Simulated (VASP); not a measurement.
Input of a VASP 6.6.1 run:

Contents of INCAR:

```
ALGO     = Normal         # electronic algorithm
EDIFF    = 1E-7           # SCF threshold, eV
ENCUT    = 520            # plane-wave cutoff, eV
GGA      = PS             # functional
ISIF     = 2              # what is computed and relaxed
ISMEAR   = 0              # smearing method
LASPH    = True           # aspherical terms in the spheres
LCHARG   = True           # write CHGCAR
LELF     = True           # ELF
LREAL    = False          # projectors in reciprocal space
LVHAR    = True         
LWAVE    = False          # write WAVECAR
NBANDS   = 26             # bands
NELM     = 60             # most SCF steps
PREC     = Accurate       # precision mode
SIGMA    = 0.1            # smearing width, eV
```

KPOINTS

```
k-points
0
Gamma
  12 12 12
```

Contents of POSCAR:

```
FeCo3
1.0
    3.6498355088      0.0000000000      0.0000000000
    0.0000000000      3.6498355088      0.0000000000
    0.0000000000      0.0000000000      3.6498355088
Fe Co
1 3
Direct
    0.0000000000      0.0000000000      0.0000000000
    0.5000000000      0.5000000000      0.0000000000
    0.5000000000      0.0000000000      0.5000000000
    0.0000000000      0.5000000000      0.5000000000
```

Potentials or basis: VASP PAW PBE potentials, release 64 (Fe, Co).

Command:

```console
$ cat potpaw_PBE.64/Fe/POTCAR potpaw_PBE.64/Co/POTCAR > POTCAR
$ mpirun -np 1 vasp_std > vasp.out
```

**Question.** Predict the band gap on the k mesh.

**Answer.** Zero (an odd number of electrons rules out a gap without spin polarisation).

**Question.** Estimate the pressure.

**Answer.** -37.7 GPa.

Caveat: the cell stands under tension; the PAW data sets were made with another functional, which shifts forces and pressure a little; the run has no spin polarisation, though such a crystal can be magnetic. Spin polarisation is off, so any magnetic state and its effect on volume and gap are missing.
